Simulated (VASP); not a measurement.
# GaB8 (P1) in VASP: single point with PBE

Aim: the single point of GaB8 with PBE.

All numbers are computed with VASP 6.6.1; they aren't measurements. Logs are shortened: lines on timing, memory, paths and dates and some standing lists are left out, and cuts for length are marked.

## (1) The cell of the first run

The typed cell holds 9 atoms: a = 4.178 Å, b = 5.506 Å, c = 5.516 Å, α = 115.29°, β = 102.99°, γ = 102.87°.

## (2) Single point, PBE

Contents of INCAR:

```
SYSTEM = GaB8
ALGO = Normal ; EDIFF = 1E-6
ENCUT = 520 ; GGA = PE
ISIF = 2 ; ISMEAR = 0
LASPH = .TRUE. ; LCHARG = .FALSE.
LREAL = .FALSE. ; LWAVE = .FALSE.
NBANDS = 28 ; NELM = 80
PREC = Accurate ; SIGMA = 0.2
```

Contents of KPOINTS:

```
k-points
0
G
  6 4 4
  0 0 0
```

Contents of POSCAR:

```
GaB8
1.0
   -0.8050082105     -0.0121284899      4.0996062279
    2.8678392553     -4.6481192839     -0.7000710323
    2.8655771920      4.6628946784     -0.6873001590
Ga B
1 8
Direct
    0.1739625915      0.4098402296      0.4098031560
    0.6226590171      0.1972931928      0.1975399570
    0.5034408157      0.8850285473      0.8847804136
    0.4188892586      0.2619806547      0.7197726679
    0.4184241501      0.7196543608      0.2618364845
    0.4970934492      0.0905300315      0.4182309628
    0.4357950117      0.9235909862      0.5945548088
    0.4967284154      0.4175521934      0.0896826107
    0.4330072909      0.5945298037      0.9237989387
```

Potentials or basis: VASP PAW PBE potentials, release 64 (Ga_d, B).

The run is started by

```sh
> cat potpaw_PBE.64/Ga_d/POTCAR potpaw_PBE.64/B/POTCAR > POTCAR
> mpirun -np 1 vasp_std > vasp.out
```

OUTCAR:

```text
SYSTEM = GaB8
   EDIFF = 1E-6
   ENCUT = 520
   GGA = PE
   ISIF = 2
   ISMEAR = 0
   LASPH = .TRUE.
   LREAL = .FALSE.
   NELM = 80
   PREC = Accurate

 ion  position               nearest neighbor table
   1  0.174  0.410  0.410-   2 2.11   4 2.33   5 2.33   7 2.43   9 2.43   6 2.45   8 2.46
   2  0.623  0.197  0.198-   8 1.69   6 1.69   3 1.70   1 2.11
   3  0.503  0.885  0.885-   7 1.67   9 1.67   2 1.70
   4  0.419  0.262  0.720-   9 1.67   6 1.67   7 1.71   8 1.76   1 2.33
   5  0.418  0.720  0.262-   7 1.67   8 1.68   9 1.71   6 1.76   1 2.33
   6  0.497  0.091  0.418-   7 1.62   4 1.67   2 1.69   5 1.76   1 2.45
   7  0.436  0.924  0.595-   6 1.62   5 1.67   3 1.67   4 1.71   1 2.43
   8  0.497  0.418  0.090-   9 1.62   5 1.68   2 1.69   4 1.76   1 2.46
   9  0.433  0.595  0.924-   8 1.62   4 1.67   3 1.67   5 1.71   1 2.43

  LATTYP: Found a triclinic cell.
 ALAT       =     5.5160222021
 B/A-ratio  =     1.6879959243
 C/A-ratio  =     0.7574140908
 COS(alpha) =     0.0015103094
 COS(beta)  =     0.2248176834
 COS(gamma) =     0.8450385288

  Lattice vectors:

 A1 = (  -2.8655771920,  -4.6628946784,   0.6873001590)
 A2 = (   0.0022620633,  -9.3110139623,  -0.0127708733)
 A3 = (  -0.8050082105,  -0.0121284899,   4.0996062279)

Analysis of symmetry for initial positions (statically):
=====================================================================
 Subroutine PRICEL returns:
 Original cell was already a primitive cell.

 Routine SETGRP: Setting up the symmetry group for a
 triclinic supercell.

 Subroutine GETGRP returns: Found  1 space group operations
 (whereof  1 operations were pure point group operations)
 out of a pool of  2 trial point group operations.

The static configuration has the point symmetry C_1 .

Analysis of symmetry for dynamics (positions and initial velocities):
=====================================================================
 Subroutine PRICEL returns:
 Original cell was already a primitive cell.

 Routine SETGRP: Setting up the symmetry group for a
 triclinic supercell.

 Subroutine GETGRP returns: Found  1 space group operations
 (whereof  1 operations were pure point group operations)
 out of a pool of  2 trial point group operations.

The dynamic configuration has the point symmetry C_1 .

 Subroutine INISYM returns: Found  1 space group operations
 (whereof  1 operations are pure point group operations),
 and found     1 'primitive' translations

----------------------------------------------------------------------------------------

                                     Primitive cell

  volume of cell :     104.2275

  direct lattice vectors                    reciprocal lattice vectors
    -0.805008211 -0.012128490  4.099606228     0.061970333 -0.000336199  0.256093510
     2.867839255 -4.648119284 -0.700071032     0.183326884 -0.107404090  0.035680743
     2.865577192  4.662894678 -0.687300159     0.182907162  0.107394427  0.036233797

  length of vectors
     4.177912941  5.506324938  5.516022202     0.263484954  0.215447210  0.215177789

  position of ions in fractional coordinates (direct lattice)
     0.173962592  0.409840230  0.409803156
     0.622659017  0.197293193  0.197539957
     0.503440816  0.885028547  0.884780414
     0.418889259  0.261980655  0.719772668
     0.418424150  0.719654361  0.261836485
     0.497093449  0.090530032  0.418230963
     0.435795012  0.923590986  0.594554809
     0.496728415  0.417552193  0.089682611
     0.433007291  0.594529804  0.923798939

  ion indices of the primitive-cell ions
   primitive index   ion index
                 1           1
                 2           2
                 3           3
                 4           4
                 5           5
                 6           6
                 7           7
                 8           8
                 9           9

----------------------------------------------------------------------------------------

 KPOINTS: k-points

Automatic generation of k-mesh.
 Grid dimensions read from file:
 generate k-points for:    6    4    4

 Generating k-lattice:

  Cartesian coordinates                     Fractional coordinates (reciprocal lattice)
     0.010328389 -0.000056033  0.042682252     0.166666667 -0.000000000  0.000000000
     0.045831721 -0.026851022  0.008920186     0.000000000  0.250000000 -0.000000000
     0.045726790  0.026848607  0.009058449     0.000000000  0.000000000  0.250000000

  Length of vectors
     0.043914159  0.053861803  0.053794447

  Shift w.r.t. Gamma in fractional coordinates (k-lattice)
     0.000000000  0.000000000  0.000000000

 Subroutine IBZKPT returns following result:
 ===========================================

 Found     52 irreducible k-points:

 Following reciprocal coordinates:
            Coordinates               Weight
  0.000000  0.000000  0.000000      1.000000
  0.166667 -0.000000 -0.000000      2.000000
  0.333333  0.000000 -0.000000      2.000000
  0.500000  0.000000 -0.000000      1.000000
  0.000000  0.250000 -0.000000      2.000000
  0.166667  0.250000 -0.000000      2.000000
[... 16 lines left out ...]
  0.333333  0.250000  0.250000      2.000000
  0.500000  0.250000  0.250000      2.000000
 [... further k-points ...]
   k-points           NKPTS =     52   k-points in BZ     NKDIM =     52   number of bands    NBANDS=     28
   number of dos      NEDOS =    301   number of ions     NIONS =      9
   total plane-waves  NPLWV =  56448
   dimension x,y,z NGX =    32 NGY =   42 NGZ =   42
   dimension x,y,z NGXF=    64 NGYF=   84 NGZF=   84
   ions per type =               1   8
   NGX,Y,Z   is equivalent  to a cutoff of  12.73, 12.68, 12.66 a.u.
   NGXF,Y,Z  is equivalent  to a cutoff of  25.47, 25.36, 25.32 a.u.
 SYSTEM =  GaB8
   PREC   = accura    normal or accurate (medium, high low for compatibility)
   ISTART =      0    job   : 0-new  1-cont  2-samecut
   ICHARG =      2    charge: 1-file 2-atom 10-const
   ISPIN  =      1    spin polarized calculation?
   LNONCOLLINEAR =      F non collinear calculations
   LSORBIT =      F    spin-orbit coupling
   LASPH  =      T    aspherical Exc in radial PAW
   ENCUT  =  520.0 eV  38.22 Ry    6.18 a.u.   7.77 10.24 10.26*2*pi/ulx,y,z
   NELM   =     80;   NELMIN=  2; NELMDL= -5     # of ELM steps
   EDIFF  = 0.1E-05   stopping-criterion for ELM
   LREAL  =      F    real-space projection
   EDIFFG = 0.1E-04   stopping-criterion for IOM
   NSW    =      0    number of steps for IOM
   IBRION =     -1    ionic relax: 0-MD 1-quasi-New 2-CG
   NFREE  =      0    steps in history (QN), initial steepest desc. (CG)
   ISIF   =      2    stress and relaxation
   ISYM   =      2    0-nonsym 1-usesym 2-fastsym
   POTIM  = 0.5000    time-step for ionic-motion
   TEBEG  =    0.0;   TEEND  =   0.0 temperature during run
   PSTRESS=    0.0 pullay stress
   NELECT =      37.0000    total number of electrons
   NUPDOWN=      -1.0000    fix difference up-down
   EMIN   =  10.00;   EMAX   =-10.00  energy-range for DOS
   EFERMI =   0.00;   METHOD = LEGACY
   ISMEAR =     0;   SIGMA  =   0.20  broadening in eV -4-tet -1-fermi 0-gaus
   EFERMI_NEDOS =   21; number of points for ismear=-14 and -15
   IALGO  =     38    algorithm
   IMIX   =      4    mixing-type and parameters
     AMIX     =   0.40;   BMIX     =  1.00
     AMIX_MAG =   1.60;   BMIX_MAG =  1.00
  volume/ion in A,a.u.               =      11.58        78.15
  Fermi-wavevector in a.u.,A,eV,Ry     =   1.159172  2.190518 18.281884  1.343681
  Thomas-Fermi vector in A             =   2.295767
   LORBIT       =      0    0 simple, 1 ext, 2 COOP (PROOUT), +10 PAW based schemes
   GGA     = PE    functional components
   LHFCALC =     F    Hartree Fock is set to
   AEXX    =    0.0000 exact exchange contribution
   IVDW    =     0    specifies the selected vdW correction
   LEPSILON=     F    determine dielectric tensor
   LRPA    =     F    only Hartree local field effects (RPA)
 non-spin polarized calculation
 Gauss-broadening in eV      SIGMA  =   0.20
  energy-cutoff  :      520.00
  volume of cell :      104.23
 maximum number of plane-waves:      2820
   NGX = 15   NGY = 21   NGZ = 21

 number of electron      37.0000005 magnetization

 Free energy of the ion-electron system (eV)
  ---------------------------------------------------
  ext. energy  EPLUGINS =         0.00000000
  ---------------------------------------------------
  free energy    TOTEN  =       -51.86537439 eV

  energy without entropy =      -51.83170806  energy(sigma->0) =      -51.84854123

 E-fermi :   3.1257     XC(G=0):  -9.7094

 val. band max:        3.0605531985   @ k =   0.3333   0.5000   0.2500
 cond. band min:       3.1547498710   @ k =   0.5000   0.2500   0.5000
 fundamental gap:      0.0941966725
 Fermi energy:         3.1257152543

 k-point     1 :       0.0000    0.0000    0.0000
  band No.  band energies     occupation
      1     -11.8946      2.00000
      2     -11.8841      2.00000
      3     -11.8728      2.00000
      4     -11.8694      2.00000
      5     -11.8316      2.00000
      6     -10.2931      2.00000
[... 20 lines left out ...]
     27       9.4502      0.00000
     28       9.9934      0.00000

 k-point     2 :       0.1667   -0.0000   -0.0000
  band No.  band energies     occupation
      1     -11.8938      2.00000
      2     -11.8845      2.00000
      3     -11.8751      2.00000
      4     -11.8637      2.00000
      5     -11.8348      2.00000
      6     -10.1853      2.00000
[... 674 lines left out ...]
 k-point    24 :       0.5000    0.2500    0.2500
  band No.  band energies     occupation
      1     -11.8949      2.00000
      2     -11.8837      2.00000
      3     -11.8799      2.00000
      4     -11.8502      2.00000
      5     -11.8419      2.00000
      6      -9.2000      2.00000
[... 20 lines left out ...]
     27      10.4163      0.00000
     28      10.8254      0.00000

 [... further k-points ...]

------------------------ aborting loop because EDIFF is reached ----------------------------------------

  FORCE on cell =-STRESS in cart. coord.  units (eV):
  Direction    XX          YY          ZZ          XY          YZ          ZX
  --------------------------------------------------------------------------------------
  -------------------------------------------------------------------------------------
  Total        0.0693134      0.0042143      0.0967386      0.0066096     -0.0027836     -0.0399046
  in kB        1.0654807      0.0647814      1.4870595      0.1016018     -0.0427898     -0.6134111
  external PRESSURE =       0.8724405 kB  Pullay stress =       0.0000000 kB

 VOLUME and BASIS-vectors are now :
 -----------------------------------------------------------------------------
  energy-cutoff  :      520.00
  volume of cell :      104.23
      direct lattice vectors                 reciprocal lattice vectors
    -0.805008211 -0.012128490  4.099606228     0.061970333 -0.000336199  0.256093510
     2.867839255 -4.648119284 -0.700071032     0.183326884 -0.107404090  0.035680743
     2.865577192  4.662894678 -0.687300159     0.182907162  0.107394427  0.036233797

 POSITION                                       TOTAL-FORCE (eV/Angst)
 -----------------------------------------------------------------------------------
      2.20964      0.00377      0.14460        -0.001531     -0.000416     -0.000916
      0.63063     -0.00349      2.27877         0.005227     -0.001918     -0.012531
      4.66825      0.00581      0.83622         0.002716      0.003202     -0.011217
      2.47667      2.13343      1.03918         0.006539      0.009330     -0.002704
      2.47733     -2.12920      1.03160         0.002298     -0.005919     -0.000645
      1.05793      1.52334      1.68706        -0.012076     -0.003887      0.014772
      4.00163     -1.52590      0.73137         0.011015      0.007201     -0.005582
      1.05459     -1.52868      1.68244         0.001574      0.002512      0.012873
      4.00366      1.53888      0.72402        -0.015762     -0.010105      0.005950
 -----------------------------------------------------------------------------------
    total drift:                               -0.000272     -0.000002     -0.000044

  FREE ENERGIE OF THE ION-ELECTRON SYSTEM (eV)
  ---------------------------------------------------
  free  energy   TOTEN  =       -51.8653743933 eV

  energy  without entropy=      -51.8317080646  energy(sigma->0) =      -51.84854123
```

It took 2.5 min on 1 thread of Intel Xeon 6975P-C (Granite Rapids), shared host; peak memory 0.29 GiB.

What came out:

```
Free energy            : -51.8654 eV
Pressure               : 0.1 GPa
Largest force          : 0.020 eV/Å
Band gap on the k mesh : zero (an odd number of electrons rules out a gap without spin polarisation)
```

Forces in eV/Å, atoms in the order of the input:
```
Ga  -0.002  0.000 -0.001
B    0.005 -0.002 -0.013
B    0.003  0.003 -0.011
B    0.007  0.009 -0.003
B    0.002 -0.006 -0.001
B   -0.012 -0.004  0.015
B    0.011  0.007 -0.006
B    0.002  0.003  0.013
B   -0.016 -0.010  0.006
```

Stress tensor (GPa, compression positive):
```
 0.11  0.01 -0.06
 0.01  0.01  0.00
-0.06  0.00  0.15
```
